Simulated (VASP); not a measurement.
Wanted: the native input for a VASP 6.6.1 run.

- Task: relaxation of cell and atoms
- Functional: PBE
- Potentials or basis: VASP PAW PBE potentials, release 64 (Mg, O)
- Cutoff: 600 eV
- k mesh: 16 × 16 × 16
- Occupations: fermi-dirac, width 0.05 eV
- Spin: no spin polarisation
- Dipole correction: no
- Further INCAR settings: ALGO = Normal; EDIFF = 1e-06; IBRION = 2; EDIFFG = -0.005; NSW = 100; ISIF = 3

The structure of MgO (rocksalt type) lies in POSCAR:

```
MgO
1.0
    0.0000000000      2.2322827293      2.2322827293
    2.2322827293      0.0000000000      2.2322827293
    2.2322827293      2.2322827293      0.0000000000
Mg O
1 1
Direct
    0.0000000000      0.0000000000      0.0000000000
    0.5000000000      0.5000000000      0.5000000000
```

These files were run (other wordings do the same):

INCAR

```
SYSTEM = MgO
PREC = Accurate
ENCUT = 600
EDIFF = 1E-6
ISMEAR = -1
SIGMA = 0.05
LREAL = .FALSE.
LASPH = .TRUE.
NELM = 60
ALGO = Normal
ISIF = 3
LWAVE = .FALSE.
LCHARG = .FALSE.
GGA = PE
IBRION = 2
NSW = 100
EDIFFG = -0.005
```

KPOINTS

```
Automatic mesh
0
G
  16 16 16
  0 0 0
```

Potentials or basis: VASP PAW PBE potentials, release 64 (Mg, O).

Command:

```sh
$ cat potpaw_PBE.64/Mg/POTCAR potpaw_PBE.64/O/POTCAR > POTCAR
$ mpirun -np 1 vasp_std > vasp.out
```

Results of the run:

```yaml
Relaxed_volume: 9.55 Å³/atom
Relaxed_cell: a = 3.001 Å, b = 3.001 Å, c = 3.001 Å, α = 60.00°, β = 60.00°, γ = 60.00°
Space_group_after_relaxing_to_0.05_Å: Fm-3m (No. 225)
Energy_gained_by_relaxing: 94.5 meV/atom
Ionic_steps: 3
Pressure_after_relaxing: 0.1 GPa
Band_gap_on_the_k_mesh: 4.52 eV, direct
```

Wall time 38 s on 1 thread of Intel(R) Xeon(R) 6975P-C (Granite Rapids) (shared host), peak memory 0.19 GiB.
